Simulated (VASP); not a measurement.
# Al4Ga13N15 (a cell with a defect) in VASP: relaxation of the atoms with PBEsol

Aim: the relaxation of the atoms of Al4Ga13N15 (a cell with a defect) with PBEsol.

All numbers are computed with VASP 6.6.1; they aren't measurements. Logs are shortened: lines on timing, memory, paths and dates and some standing lists are left out, and cuts for length are marked.

**1. The cell of the first run**

The cell holds a defect, 32 atoms: a = 7.738 Å, b = 7.738 Å, c = 7.738 Å, α = 109.47°, β = 109.47°, γ = 109.47°.

**2. Relaxation of the atoms, PBEsol**

INCAR reads:

```
PREC = Accurate
ENCUT = 520
EDIFF = 1E-6
ISMEAR = 0
SIGMA = 0.01
LREAL = Auto
LASPH = T
NELM = 100
ALGO = Normal
ISIF = 2
LWAVE = F
LCHARG = F
GGA = PS
IBRION = 2
NSW = 65
EDIFFG = -0.025
NELECT = 258.0
KPAR = 2
```

KPOINTS reads:

```
Automatic mesh
0
Gamma
  2 2 2
  0.5 0.5 0.5
```

POSCAR reads:

```
Al4Ga13N15
1.0
   -4.4676279096      4.4676279096      4.4676279096
    4.4676279096     -4.4676279096      4.4676279096
    4.4676279096      4.4676279096     -4.4676279096
Al Ga N
4 13 15
Direct
   -0.0063586899     -0.0063586899     -0.0072731224
    0.5000000000      0.5000000000      0.0373885913
    0.5000000000      0.0063586899      0.4990855675
    0.0063586899      0.5000000000      0.4990855675
    0.2136304063      0.2136304063      0.4680984839
    0.7514326655      0.7514326655      0.5092258883
    0.7530721901      0.2595255087      0.0017584300
    0.2595255087      0.7530721901      0.0017584300
    0.2485673345      0.5000000000      0.2577932228
    0.7404744913     -0.0064533185      0.2422329213
    0.7863695937      0.5000000000      0.7544680776
    0.2469278099      0.0064533185      0.7486862399
    0.5000000000      0.2485673345      0.2577932228
   -0.0064533185      0.7404744913      0.2422329213
    0.0064533185      0.2469278099      0.7486862399
    0.5000000000      0.7863695937      0.7544680776
    0.5000000000      0.5000000000      0.7432555486
   -0.0005862303     -0.0005862303      0.7550246251
    0.0005862303      0.5000000000      0.2556108554
    0.5000000000      0.0005862303      0.2556108554
    0.5000000000      0.7628809723      0.4924843681
   -0.0192150752      0.2446612218      0.4899895732
    0.0192150752      0.7638762970      0.0092046483
    0.5000000000      0.2501849235      0.0071923339
    0.7628809723      0.5000000000      0.4924843681
    0.2446612218     -0.0192150752      0.4899895732
    0.2501849235      0.5000000000      0.0071923339
    0.7638762970      0.0192150752      0.0092046483
    0.2371190277      0.2371190277      0.2296033958
    0.7498150765      0.7498150765      0.2570074104
    0.7553387782      0.2361237030      0.7453283514
    0.2361237030      0.7553387782      0.7453283514
```

Potentials or basis: VASP PAW PBE potentials, release 64 (Al, Ga_d, N).

Command:

```
cat potpaw_PBE.64/Al/POTCAR potpaw_PBE.64/Ga_d/POTCAR potpaw_PBE.64/N/POTCAR > POTCAR
mpirun -np 4 vasp_std > vasp.out
```

OUTCAR:

```text
PREC = Accurate
   ENCUT = 520
   EDIFF = 1E-6
   ISMEAR = 0
   LREAL = Auto
   LASPH = T
   NELM = 100
   ISIF = 2
   GGA = PS
   IBRION = 2
   NSW = 65
   EDIFFG = -0.025
   NELECT = 258.0

 ion  position               nearest neighbor table
   1  0.994  0.994  0.993-  29 1.87  18 1.87  28 1.89  23 1.89   5 3.01   6 3.05  11 3.13  16 3.13

   2  0.500  0.500  0.037-  24 1.87  27 1.87  30 1.87  17 2.28   9 2.98  13 2.98   6 2.98   7 3.13
                             8 3.13  12 3.13  15 3.13  14 3.13  10 3.13
   3  0.500  0.006  0.499-  21 1.87  20 1.87  26 1.89  31 1.89  16 3.01  13 3.05   5 3.13  11 3.13

   4  0.006  0.500  0.499-  25 1.87  19 1.87  22 1.89  32 1.89  11 3.01   9 3.05   5 3.13  16 3.13

   5  0.214  0.214  0.468-  22 1.95  26 1.95  29 1.97  17 2.19   1 3.01   3 3.13   4 3.13
   6  0.751  0.751  0.509-  18 1.91  21 1.94  25 1.94  30 1.94   2 2.98   1 3.05
   7  0.753  0.260  0.002-  28 1.91  19 1.92  31 1.94  24 1.95   2 3.13
   8  0.260  0.753  0.002-  23 1.91  20 1.92  32 1.94  27 1.95   2 3.13
   9  0.249  0.500  0.258-  19 1.91  21 1.94  29 1.94  27 1.94   2 2.98   4 3.05
  10  0.740  0.994  0.242-  22 1.91  20 1.92  28 1.94  30 1.95   2 3.13
  11  0.786  0.500  0.754-  23 1.95  31 1.95  25 1.97  17 2.19   4 3.01   1 3.13   3 3.13
  12  0.247  0.006  0.749-  32 1.91  18 1.92  26 1.94  24 1.95   2 3.13
  13  0.500  0.249  0.258-  20 1.91  25 1.94  29 1.94  24 1.94   2 2.98   3 3.05
  14  0.994  0.740  0.242-  26 1.91  19 1.92  23 1.94  30 1.95   2 3.13
  15  0.006  0.247  0.749-  31 1.91  18 1.92  22 1.94  27 1.95   2 3.13
  16  0.500  0.786  0.754-  28 1.95  32 1.95  21 1.97  17 2.19   3 3.01   1 3.13   4 3.13
  17  0.500  0.500  0.743-   5 2.19  11 2.19  16 2.19   2 2.28
  18  0.999  0.999  0.755-   1 1.87   6 1.91  12 1.92  15 1.92
  19  0.001  0.500  0.256-   4 1.87   9 1.91  14 1.92   7 1.92
  20  0.500  0.001  0.256-   3 1.87  13 1.91  10 1.92   8 1.92
  21  0.500  0.763  0.492-   3 1.87   6 1.94   9 1.94  16 1.97
  22  0.981  0.245  0.490-   4 1.89  10 1.91  15 1.94   5 1.95
[... 8 lines left out ...]
  31  0.755  0.236  0.745-   3 1.89  15 1.91   7 1.94  11 1.95
  32  0.236  0.755  0.745-   4 1.89  12 1.91   8 1.94  16 1.95

  LATTYP: Found a body centered cubic cell.
 ALAT       =     8.9352558192

  Lattice vectors:

 A1 = (  -4.4676279096,   4.4676279096,   4.4676279096)
 A2 = (   4.4676279096,  -4.4676279096,   4.4676279096)
 A3 = (   4.4676279096,   4.4676279096,  -4.4676279096)

Analysis of symmetry for initial positions (statically):
=====================================================================
 Subroutine PRICEL returns:
 Original cell was already a primitive cell.

 Routine SETGRP: Setting up the symmetry group for a
 body centered cubic supercell.

 Subroutine GETGRP returns: Found  6 space group operations
 (whereof  2 operations were pure point group operations)
 out of a pool of 48 trial point group operations.

The static configuration has the point symmetry C_1h.
[... 189 lines left out ...]
 NGX is ok and might be reduce to    60
   NGX = 29   NGY = 29   NGZ = 29

--------------------------------------- Ionic step        1  -------------------------------------------

 number of electron     257.9999976 magnetization

 Free energy of the ion-electron system (eV)
  ---------------------------------------------------
  ext. energy  EPLUGINS =         0.00000000
  ---------------------------------------------------
  free energy    TOTEN  =      -191.68022298 eV

  energy without entropy =     -191.68022298  energy(sigma->0) =     -191.68022298

------------------------ aborting loop because EDIFF is reached ----------------------------------------

  FORCE on cell =-STRESS in cart. coord.  units (eV):
  Direction    XX          YY          ZZ          XY          YZ          ZX
  --------------------------------------------------------------------------------------
  -------------------------------------------------------------------------------------
  Total       45.6406815     45.6406815     45.6406815     -0.7180270      0.7180270      0.7180270
  in kB      205.0084329    205.0084329    205.0084329     -3.2252279      3.2252279      3.2252279
  external PRESSURE =     205.0084329 kB  Pullay stress =       0.0000000 kB
[... 179 lines left out ...]
  FREE ENERGIE OF THE ION-ELECTRON SYSTEM (eV)
  ---------------------------------------------------
  free  energy   TOTEN  =      -191.8530907859 eV

  energy  without entropy=     -191.8530907859  energy(sigma->0) =     -191.85309079

[... ionic steps 4 to 9 ...]

--------------------------------------- Ionic step       10  -------------------------------------------

 number of electron     257.9999953 magnetization

------------------------ aborting loop because EDIFF is reached ----------------------------------------
[... 127 lines left out ...]
--------------------------------------- Ionic step       12  -------------------------------------------

 number of electron     257.9999957 magnetization

 Free energy of the ion-electron system (eV)
  ---------------------------------------------------
  ext. energy  EPLUGINS =         0.00000000
  ---------------------------------------------------
  free energy    TOTEN  =      -191.88686663 eV

  energy without entropy =     -191.88686663  energy(sigma->0) =     -191.88686663

 E-fermi :   7.6779     XC(G=0): -11.9541

 val. band max:        7.5736592650   @ k =   0.2500   0.2500   0.2500
 cond. band min:       8.9148542722   @ k =  -0.2500   0.2500   0.2500
 fundamental gap:      1.3411950072
 Fermi energy:         7.6778915733

 k-point     1 :       0.2500    0.2500    0.2500
  band No.  band energies     occupation
      1      -9.8347      2.00000
      2      -9.8207      2.00000
      3      -9.8207      2.00000
      4      -9.5269      2.00000
      5      -9.2820      2.00000
      6      -9.2392      2.00000
[... 133 lines left out ...]
    140      11.2602      0.00000
    141      11.2602      0.00000

 k-point     2 :      -0.2500    0.2500    0.2500
  band No.  band energies     occupation
      1     -10.1392      2.00000
      2      -9.6222      2.00000
      3      -9.5450      2.00000
      4      -9.4277      2.00000
      5      -9.3901      2.00000
      6      -9.3008      2.00000
[... 133 lines left out ...]
    140      11.7534      0.00000
    141      11.8039      0.00000
 [bands above 141 left out]

------------------------ aborting loop because EDIFF is reached ----------------------------------------

  FORCE on cell =-STRESS in cart. coord.  units (eV):
  Direction    XX          YY          ZZ          XY          YZ          ZX
  --------------------------------------------------------------------------------------
  -------------------------------------------------------------------------------------
  Total       45.3976634     45.3976634     45.3976634      0.5106970     -0.5106970     -0.5106970
  in kB      203.9168460    203.9168460    203.9168460      2.2939447     -2.2939447     -2.2939447
  external PRESSURE =     203.9168460 kB  Pullay stress =       0.0000000 kB
[... 47 lines left out ...]
  FREE ENERGIE OF THE ION-ELECTRON SYSTEM (eV)
  ---------------------------------------------------
  free  energy   TOTEN  =      -191.8868666266 eV

  energy  without entropy=     -191.8868666266  energy(sigma->0) =     -191.88686663

 reached required accuracy - stopping structural energy minimisation
```

OSZICAR:

```text
N       E                     dE             d eps       ncg     rms          rms(c)
DAV:   1     0.429912570411E+04    0.42991E+04   -0.95956E+04   664   0.295E+03
DAV:   2     0.989967234028E+03   -0.33092E+04   -0.31066E+04   616   0.889E+02
DAV:   3    -0.691585761433E+02   -0.10591E+04   -0.98728E+03   768   0.310E+02
[... 110 lines left out ...]
DAV:   2    -0.191886861175E+03   -0.53702E-03   -0.56760E-03   896   0.313E-01    0.246E-02
DAV:   3    -0.191886874692E+03   -0.13516E-04   -0.28534E-04   872   0.733E-02    0.183E-02
DAV:   4    -0.191886866981E+03    0.77109E-05   -0.32589E-05   896   0.742E-02    0.754E-03
DAV:   5    -0.191886867047E+03   -0.66342E-07   -0.15617E-05   704   0.253E-02    0.558E-03
DAV:   6    -0.191886866627E+03    0.42067E-06   -0.45471E-06   616   0.143E-02
  12 F= -.19188687E+03 E0= -.19188687E+03  d E =-.449636E-03
```

CONTCAR:

```text
Al4Ga13N15
   1.00000000000000
    -4.4676279096000000    4.4676279096000000    4.4676279096000000
     4.4676279096000000   -4.4676279096000000    4.4676279096000000
     4.4676279096000000    4.4676279096000000   -4.4676279096000000
  Al              Ga              N
     4    13    15
Direct
     0.9913410362532695    0.9913410362532695    0.9905672808184224
     0.5000000000000000    0.5000000000000000    0.0357042645281702
     0.5000000000000000    0.0086589637467305    0.4992262445651601
     0.0086589637467305    0.5000000000000000    0.4992262445651601
     0.2206804172778187    0.2206804172778187    0.4689690578397872
     0.7512476553955625    0.7512476553955625    0.5109783663229985
[... 24 lines left out ...]
     0.7559465444010746    0.2372076198183621    0.7452349159981779
     0.2372076198183621    0.7559465444010746    0.7452349159981779

  0.00000000E+00  0.00000000E+00  0.00000000E+00
  0.00000000E+00  0.00000000E+00  0.00000000E+00
  0.00000000E+00  0.00000000E+00  0.00000000E+00
  0.00000000E+00  0.00000000E+00  0.00000000E+00
  0.00000000E+00  0.00000000E+00  0.00000000E+00
  0.00000000E+00  0.00000000E+00  0.00000000E+00
[... 24 lines left out ...]
  0.00000000E+00  0.00000000E+00  0.00000000E+00
  0.00000000E+00  0.00000000E+00  0.00000000E+00
```

Run time: 16 min. Hardware: 4 MPI ranks of AMD EPYC 7R13 (Zen 3), shared host; peak memory 0.36 GiB.

Results:

```
Free energy                  : -191.8869 eV
Energy gained by relaxing    : 6.5 meV/atom
Ionic steps                  : 12
Largest force after relaxing : 0.020 eV/Å
```

Forces on the atoms (eV/Å):
```
Al   0.005  0.005  0.019
Al   0.008  0.008 -0.008
Al  -0.019  0.005 -0.005
Al   0.005 -0.019 -0.005
Ga   0.009  0.009  0.001
Ga   0.002  0.002 -0.002
Ga  -0.004 -0.001  0.000
Ga  -0.001 -0.004  0.000
Ga   0.002  0.002 -0.002
Ga  -0.001  0.000  0.004
Ga   0.009 -0.001 -0.009
Ga  -0.004  0.000  0.001
Ga   0.002  0.002 -0.002
Ga   0.000 -0.001  0.004
Ga   0.000 -0.004  0.001
Ga  -0.001  0.009 -0.009
Ga   0.004  0.004 -0.004
N    0.003  0.003 -0.002
N    0.003  0.002 -0.003
N    0.002  0.003 -0.003
N   -0.011  0.007 -0.007
N   -0.005 -0.008  0.007
N   -0.005 -0.007  0.008
N    0.012  0.001 -0.001
N    0.007 -0.011 -0.007
N   -0.008 -0.005  0.007
N    0.001  0.012 -0.001
N   -0.007 -0.005  0.008
N    0.007  0.007  0.011
N    0.001  0.001 -0.012
N   -0.008 -0.007  0.005
N   -0.007 -0.008  0.005
```

Step by step:
```
step  energy change (eV)  largest force (eV/Å)  pressure (GPa)
   1              0.0000                1.5484           20.50
   2             -0.1541                0.9111           20.52
   3             -0.1729                0.2375           20.50
   4             -0.1903                0.2010           20.45
   5             -0.1942                0.2053           20.41
   6             -0.2033                0.0762           20.38
   7             -0.2033                0.0766           20.40
   8             -0.2051                0.0569           20.39
   9             -0.2053                0.0502           20.39
  10             -0.2062                0.0352           20.38
  11             -0.2062                0.0331           20.38
  12             -0.2066                0.0203           20.39
```

Final structure:
```cif
data_structure
_symmetry_space_group_name_H-M 'P 1'
_symmetry_Int_Tables_number 1
_cell_length_a 7.7382
_cell_length_b 7.7382
_cell_length_c 7.7382
_cell_angle_alpha 109.471
_cell_angle_beta 109.471
_cell_angle_gamma 109.471
_cell_volume 356.69
loop_
_atom_site_label
_atom_site_type_symbol
_atom_site_fract_x
_atom_site_fract_y
_atom_site_fract_z
_atom_site_occupancy
Al1 Al 0.99134 0.99134 0.99057 1
Al2 Al 0.50000 0.50000 0.03570 1
Al3 Al 0.50000 0.00866 0.49923 1
Al4 Al 0.00866 0.50000 0.49923 1
Ga1 Ga 0.22068 0.22068 0.46897 1
Ga2 Ga 0.75125 0.75125 0.51098 1
Ga3 Ga 0.75119 0.25973 0.00110 1
Ga4 Ga 0.25973 0.75119 0.00110 1
Ga5 Ga 0.24875 0.50000 0.25973 1
Ga6 Ga 0.74027 0.99145 0.24136 1
Ga7 Ga 0.77932 0.50000 0.74829 1
Ga8 Ga 0.24881 0.00855 0.74991 1
Ga9 Ga 0.50000 0.24875 0.25973 1
Ga10 Ga 0.99145 0.74027 0.24136 1
Ga11 Ga 0.00855 0.24881 0.74991 1
Ga12 Ga 0.50000 0.77932 0.74829 1
Ga13 Ga 0.50000 0.50000 0.75247 1
N1 N 0.99986 0.99986 0.75538 1
N2 N 0.00014 0.50000 0.25551 1
N3 N 0.50000 0.00014 0.25551 1
N4 N 0.50000 0.76605 0.48984 1
N5 N 0.98126 0.24405 0.48929 1
N6 N 0.01874 0.76279 0.00803 1
N7 N 0.50000 0.24794 0.01167 1
N8 N 0.76605 0.50000 0.48984 1
N9 N 0.24405 0.98126 0.48929 1
N10 N 0.24794 0.50000 0.01167 1
N11 N 0.76279 0.01874 0.00803 1
N12 N 0.23395 0.23395 0.22379 1
N13 N 0.75206 0.75206 0.26374 1
N14 N 0.75595 0.23721 0.74523 1
N15 N 0.23721 0.75595 0.74523 1
```

Caveat: the cell carries a net charge on a neutralising background, which shifts energy and pressure; the cell is charged against a uniform background, so pressure and absolute levels hang on convention; the PAW data sets were made with another functional, which shifts forces and pressure a little.
